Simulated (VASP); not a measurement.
# Ag2O3 (Pn-3m) in VASP: notebook

Runs on Ag2O3. Level: r2SCAN. Tasks: single point.

Program: VASP 6.6.1. These are calculated values, not measurements. Logs are shortened: lines on timing, memory, paths and dates and some standing lists are left out, and cuts for length are marked.

## (1) The cell of the first run

The structure is cubic, space group Pn-3m (No. 224). Conventional cell: a = 5.023 Å, b = 5.023 Å, c = 5.023 Å, α = 90.00°, β = 90.00°, γ = 90.00°. Within 2.9 Å of Ag (site symmetry -3m) lie 6 O at 2.17 Å. O (site symmetry -42m) has 4 Ag at 2.17 Å and 4 O at 2.51 Å within 2.9 Å.

## (2) Single point, r2SCAN

POSCAR

```
Ag2O3
1.0
    5.0228847500      0.0000000000      0.0000000000
    0.0000000000      5.0228847500      0.0000000000
    0.0000000000      0.0000000000      5.0228847500
Ag O
4 6
Direct
    0.2500000000      0.2500000000      0.2500000000
    0.2500000000      0.7500000000      0.7500000000
    0.7500000000      0.7500000000      0.2500000000
    0.7500000000      0.2500000000      0.7500000000
    0.5000000000      0.0000000000      0.0000000000
    0.5000000000      0.0000000000      0.5000000000
    0.0000000000      0.5000000000      0.0000000000
    0.5000000000      0.5000000000      0.0000000000
    0.0000000000      0.5000000000      0.5000000000
    0.0000000000      0.0000000000      0.5000000000
```

INCAR.step1

```
SYSTEM = Ag2O3
ALGO = Normal ; EDIFF = 1E-4
ENCUT = 520 ; GGA = PE
ISMEAR = -1 ; LASPH = .TRUE.
LCHARG = .FALSE. ; LREAL = .FALSE.
LWAVE = .TRUE. ; NBANDS = 51
NELM = 80 ; PREC = Accurate
SIGMA = 0.1
```

INCAR.step2

```
SYSTEM = Ag2O3
ALGO = Normal ; EDIFF = 1E-7
ENCUT = 520 ; ISIF = 2
ISMEAR = -1 ; ISTART = 1
LASPH = .TRUE. ; LCHARG = .FALSE.
LMIXTAU = .TRUE. ; LREAL = .FALSE.
LWAVE = .FALSE. ; METAGGA = R2SCAN
NBANDS = 51 ; NELM = 80
PREC = Accurate ; SIGMA = 0.1
```

KPOINTS

```
k-points
0
G
  7 7 7
  0 0 0
```

Potentials or basis: VASP PAW PBE potentials, release 64 (Ag, O).

Launch:

```
> cat potpaw_PBE.64/Ag/POTCAR potpaw_PBE.64/O/POTCAR > POTCAR
> cp INCAR.step1 INCAR
> mpirun -np 1 vasp_std > vasp.out
> cp INCAR.step2 INCAR
> mpirun -np 1 vasp_std > vasp.out
```

OUTCAR:

```text
SYSTEM = Ag2O3
   EDIFF = 1E-7
   ENCUT = 520
   ISIF = 2
   ISMEAR = -1
   ISTART = 1
   LASPH = .TRUE.
   LREAL = .FALSE.
   METAGGA = R2SCAN
   NELM = 80
   PREC = Accurate

 ion  position               nearest neighbor table
   1  0.250  0.250  0.250-   5 2.17   6 2.17   7 2.17   8 2.17   9 2.17  10 2.17   2 3.55   3 3.55
                             4 3.55   2 3.55   4 3.55   2 3.55   3 3.55   2 3.55   3 3.55   4 3.55
   2  0.250  0.750  0.750-   5 2.17   6 2.17   7 2.17   8 2.17   9 2.17  10 2.17   1 3.55   3 3.55
                             4 3.55   1 3.55   3 3.55   1 3.55   4 3.55   1 3.55   3 3.55   4 3.55
   3  0.750  0.750  0.250-   5 2.17   6 2.17   7 2.17   8 2.17   9 2.17  10 2.17   1 3.55   2 3.55
                             4 3.55   2 3.55   4 3.55   1 3.55   4 3.55   4 3.55   1 3.55   2 3.55
   4  0.750  0.250  0.750-   5 2.17   6 2.17   7 2.17   8 2.17   9 2.17  10 2.17   1 3.55   2 3.55
                             3 3.55   1 3.55   3 3.55   2 3.55   3 3.55   3 3.55   1 3.55   2 3.55
   5  0.500  0.000  0.000-   1 2.17   2 2.17   3 2.17   4 2.17
   6  0.500  0.000  0.500-   1 2.17   2 2.17   3 2.17   4 2.17
   7  0.000  0.500  0.000-   1 2.17   2 2.17   3 2.17   4 2.17
   8  0.500  0.500  0.000-   1 2.17   2 2.17   3 2.17   4 2.17
   9  0.000  0.500  0.500-   1 2.17   2 2.17   3 2.17   4 2.17
  10  0.000  0.000  0.500-   1 2.17   2 2.17   3 2.17   4 2.17

  LATTYP: Found a simple cubic cell.
 ALAT       =     5.0228847500

  Lattice vectors:

 A1 = (   5.0228847500,   0.0000000000,   0.0000000000)
 A2 = (   0.0000000000,   5.0228847500,   0.0000000000)
 A3 = (   0.0000000000,   0.0000000000,   5.0228847500)

Analysis of symmetry for initial positions (statically):
=====================================================================
 Subroutine PRICEL returns:
 Original cell was already a primitive cell.

 Routine SETGRP: Setting up the symmetry group for a
 simple cubic supercell.

 Subroutine GETGRP returns: Found 48 space group operations
 (whereof 24 operations were pure point group operations)
 out of a pool of 48 trial point group operations.

The static configuration has the point symmetry T_d .
 The point group associated with its full space group is O_h .

Analysis of symmetry for dynamics (positions and initial velocities):
=====================================================================
 Subroutine PRICEL returns:
 Original cell was already a primitive cell.

 Routine SETGRP: Setting up the symmetry group for a
 simple cubic supercell.

 Subroutine GETGRP returns: Found 48 space group operations
 (whereof 24 operations were pure point group operations)
 out of a pool of 48 trial point group operations.

The dynamic configuration has the point symmetry T_d .
 The point group associated with its full space group is O_h .

 Subroutine INISYM returns: Found 48 space group operations
 (whereof 24 operations are pure point group operations),
 and found     1 'primitive' translations

----------------------------------------------------------------------------------------

                                     Primitive cell

  volume of cell :     126.7242

  direct lattice vectors                    reciprocal lattice vectors
     5.022884750  0.000000000  0.000000000     0.199088781  0.000000000  0.000000000
     0.000000000  5.022884750  0.000000000     0.000000000  0.199088781  0.000000000
     0.000000000  0.000000000  5.022884750     0.000000000  0.000000000  0.199088781

  length of vectors
     5.022884750  5.022884750  5.022884750     0.199088781  0.199088781  0.199088781

  position of ions in fractional coordinates (direct lattice)
     0.250000000  0.250000000  0.250000000
     0.250000000  0.750000000  0.750000000
     0.750000000  0.750000000  0.250000000
     0.750000000  0.250000000  0.750000000
     0.500000000  0.000000000  0.000000000
     0.500000000  0.000000000  0.500000000
     0.000000000  0.500000000  0.000000000
     0.500000000  0.500000000  0.000000000
     0.000000000  0.500000000  0.500000000
     0.000000000  0.000000000  0.500000000

  ion indices of the primitive-cell ions
   primitive index   ion index
                 1           1
                 2           2
                 3           3
                 4           4
                 5           5
                 6           6
                 7           7
                 8           8
                 9           9
                10          10

----------------------------------------------------------------------------------------

 KPOINTS: k-points

Automatic generation of k-mesh.
 Grid dimensions read from file:
 generate k-points for:    7    7    7

 Generating k-lattice:

  Cartesian coordinates                     Fractional coordinates (reciprocal lattice)
     0.028441254  0.000000000  0.000000000     0.142857143  0.000000000  0.000000000
     0.000000000  0.028441254  0.000000000     0.000000000  0.142857143  0.000000000
     0.000000000  0.000000000  0.028441254     0.000000000  0.000000000  0.142857143

  Length of vectors
     0.028441254  0.028441254  0.028441254

  Shift w.r.t. Gamma in fractional coordinates (k-lattice)
     0.000000000  0.000000000  0.000000000

 Subroutine IBZKPT returns following result:
 ===========================================

 Found     20 irreducible k-points:

 Following reciprocal coordinates:
            Coordinates               Weight
  0.000000  0.000000  0.000000      1.000000
  0.142857  0.000000  0.000000      6.000000
  0.285714  0.000000  0.000000      6.000000
  0.428571  0.000000  0.000000      6.000000
  0.142857  0.142857  0.000000     12.000000
  0.285714  0.142857  0.000000     24.000000
[... 12 lines left out ...]
  0.428571  0.428571  0.285714     24.000000
  0.428571  0.428571  0.428571      8.000000
   k-points           NKPTS =     20   k-points in BZ     NKDIM =     20   number of bands    NBANDS=     51
   number of dos      NEDOS =    301   number of ions     NIONS =     10
   total plane-waves  NPLWV =  64000
   dimension x,y,z NGX =    40 NGY =   40 NGZ =   40
   dimension x,y,z NGXF=    80 NGYF=   80 NGZF=   80
   ions per type =               4   6
   NGX,Y,Z   is equivalent  to a cutoff of  13.24, 13.24, 13.24 a.u.
   NGXF,Y,Z  is equivalent  to a cutoff of  26.48, 26.48, 26.48 a.u.
 SYSTEM =  Ag2O3
   PREC   = accura    normal or accurate (medium, high low for compatibility)
   ISTART =      1    job   : 0-new  1-cont  2-samecut
   ICHARG =      0    charge: 1-file 2-atom 10-const
   ISPIN  =      1    spin polarized calculation?
   LNONCOLLINEAR =      F non collinear calculations
   LSORBIT =      F    spin-orbit coupling
   LASPH  =      T    aspherical Exc in radial PAW
   ENCUT  =  520.0 eV  38.22 Ry    6.18 a.u.   9.34  9.34  9.34*2*pi/ulx,y,z
   NELM   =     80;   NELMIN=  2; NELMDL=  0     # of ELM steps
   EDIFF  = 0.1E-06   stopping-criterion for ELM
   LREAL  =      F    real-space projection
   EDIFFG = 0.1E-05   stopping-criterion for IOM
   NSW    =      0    number of steps for IOM
   IBRION =     -1    ionic relax: 0-MD 1-quasi-New 2-CG
   NFREE  =      0    steps in history (QN), initial steepest desc. (CG)
   ISIF   =      2    stress and relaxation
   ISYM   =      2    0-nonsym 1-usesym 2-fastsym
   POTIM  = 0.5000    time-step for ionic-motion
   TEBEG  =    0.0;   TEEND  =   0.0 temperature during run
   PSTRESS=    0.0 pullay stress
   NELECT =      80.0000    total number of electrons
   NUPDOWN=      -1.0000    fix difference up-down
   EMIN   =  10.00;   EMAX   =-10.00  energy-range for DOS
   EFERMI =   0.00;   METHOD = LEGACY
   ISMEAR =    -1;   SIGMA  =   0.10  broadening in eV -4-tet -1-fermi 0-gaus
   EFERMI_NEDOS =   21; number of points for ismear=-14 and -15
   IALGO  =     38    algorithm
   IMIX   =      4    mixing-type and parameters
     AMIX     =   0.40;   BMIX     =  1.00
     AMIX_MAG =   1.60;   BMIX_MAG =  1.00
  volume/ion in A,a.u.               =      12.67        85.52
  Fermi-wavevector in a.u.,A,eV,Ry     =   1.404381  2.653895 26.834580  1.972286
  Thomas-Fermi vector in A             =   2.526948
   LORBIT       =      0    0 simple, 1 ext, 2 COOP (PROOUT), +10 PAW based schemes
   METAGGA = R2SCAN    functional components
   LHFCALC =     F    Hartree Fock is set to
   AEXX    =    0.0000 exact exchange contribution
   IVDW    =     0    specifies the selected vdW correction
   LEPSILON=     F    determine dielectric tensor
   LRPA    =     F    only Hartree local field effects (RPA)
 non-spin polarized calculation
  energy-cutoff  :      520.00
  volume of cell :      126.72
 maximum number of plane-waves:      3430
 NGX is ok and might be reduce to    40
   NGX = 19   NGY = 19   NGZ = 19

 number of electron      80.0000007 magnetization

 Free energy of the ion-electron system (eV)
  ---------------------------------------------------
  ext. energy  EPLUGINS =         0.00000000
  ---------------------------------------------------
  free energy    TOTEN  =      -119.55321957 eV

  energy without entropy =     -119.30593713  energy(sigma->0) =     -119.42957835

 E-fermi :   4.5774     XC(G=0): -11.8449

 val. band max:        4.5695833620   @ k =   0.2857   0.2857   0.1429
 cond. band min:       4.6218721791   @ k =   0.4286   0.1429   0.1429
 fundamental gap:      0.0522888171
 Fermi energy:         4.5773986930

 k-point     1 :       0.0000    0.0000    0.0000
  band No.  band energies     occupation
      1     -15.5733      2.00000
      2     -14.6305      2.00000
      3     -14.6305      2.00000
      4     -14.0857      2.00000
      5     -14.0857      2.00000
      6     -13.3807      2.00000
[... 43 lines left out ...]
     50      15.5685      0.00000
     51      15.5685      0.00000
[... 1024 lines left out ...]
     50      13.1131      0.00000
     51      13.1131      0.00000

------------------------ aborting loop because EDIFF is reached ----------------------------------------

  FORCE on cell =-STRESS in cart. coord.  units (eV):
  Direction    XX          YY          ZZ          XY          YZ          ZX
  --------------------------------------------------------------------------------------
  -------------------------------------------------------------------------------------
  Total        0.0786318      0.0786318      0.0786318      0.0000000      0.0000000      0.0000000
  in kB        0.9941432      0.9941432      0.9941432      0.0000000      0.0000000      0.0000000
  external PRESSURE =       0.9941432 kB  Pullay stress =       0.0000000 kB

 VOLUME and BASIS-vectors are now :
 -----------------------------------------------------------------------------
  energy-cutoff  :      520.00
  volume of cell :      126.72
      direct lattice vectors                 reciprocal lattice vectors
     5.022884750  0.000000000  0.000000000     0.199088781  0.000000000  0.000000000
     0.000000000  5.022884750  0.000000000     0.000000000  0.199088781  0.000000000
     0.000000000  0.000000000  5.022884750     0.000000000  0.000000000  0.199088781

 POSITION                                       TOTAL-FORCE (eV/Angst)
 -----------------------------------------------------------------------------------
      1.25572      1.25572      1.25572        -0.000000      0.000000     -0.000000
      1.25572      3.76716      3.76716        -0.000000      0.000000      0.000000
      3.76716      3.76716      1.25572         0.000000     -0.000000     -0.000000
      3.76716      1.25572      3.76716         0.000000     -0.000000     -0.000000
      2.51144      0.00000      0.00000        -0.000000      0.000000      0.000000
      2.51144      0.00000      2.51144         0.000000      0.000000      0.000000
      0.00000      2.51144      0.00000        -0.000000      0.000000     -0.000000
      2.51144      2.51144      0.00000        -0.000000      0.000000      0.000000
      0.00000      2.51144      2.51144         0.000000      0.000000     -0.000000
      0.00000      0.00000      2.51144        -0.000000      0.000000      0.000000
 -----------------------------------------------------------------------------------
    total drift:                               -0.000000      0.000000     -0.000000

  FREE ENERGIE OF THE ION-ELECTRON SYSTEM (eV)
  ---------------------------------------------------
  free  energy   TOTEN  =      -119.5532195734 eV

  energy  without entropy=     -119.3059371291  energy(sigma->0) =     -119.42957835
```

Wall time 10 min (1 thread of Intel Xeon 6975P-C, shared host); peak memory 0.31 GiB.

Results:

```
Free energy            : -119.5532 eV
Pressure               : 0.1 GPa
Band gap on the k mesh : zero (band 40 reaches 5.20 eV, above the bottom of band 41 at 4.36 eV)
```

Caveat: the PAW data sets were made with another functional, which shifts forces and pressure a little.

(Continued in part 2 of 2.)
